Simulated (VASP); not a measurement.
**Bi: single point with PBEsol**

The system is Bi.

```
CELL_PARAMETERS angstrom
-2.01237 2.01237 2.01237
2.01237 -2.01237 2.01237
2.01237 2.01237 -2.01237
ATOMIC_POSITIONS crystal
Bi 0.00000 0.00000 0.00000
```

This isn't the form of Bi at room conditions, which is rhombohedral.

```
Program             : VASP 6.6.1
Task                : single point
Functional          : PBEsol
Potentials or basis : VASP PAW PBE potentials, release 64 (Bi_d)
Cutoff              : 500 eV
k mesh              : 16 × 16 × 16
Occupations         : gaussian, width 0.1 eV
Spin                : no spin polarisation
```

| Property | Result |
| --- | --- |
| Pressure | -4.1 GPa |
| Band gap on the k mesh | zero (an odd number of electrons rules out a gap without spin polarisation) |

Levels at points of the mesh, in eV from the Fermi level:
```
           k point  band 3  band 4  band 5  band 6  band 7  band 8  band 9  band 10  band 11  band 12
(0.00, 0.00, 0.00)  -22.89  -22.78  -22.78  -13.19    4.82    4.82    4.82     8.55    10.49    10.49
(0.50, 0.00, 0.00)  -22.78  -22.78  -22.70  -10.40   -4.79    1.52    3.34     5.82     7.48    12.16
(0.50, 0.50, 0.50)  -22.72  -22.72  -22.72   -8.49   -1.68   -1.68   -1.68     3.59     3.59    15.27
```

Run time: 42 s on 1 thread of Intel(R) Xeon(R) Platinum 8259CL CPU @ 2.50GHz (Skylake/Cascade Lake), with other jobs on the host, peak memory 0.19 GiB.

Caveat: the cell stands under tension; the PAW data sets were made with another functional, which shifts forces and pressure a little; spin-orbit coupling is left out, which moves the levels of the heavy elements.
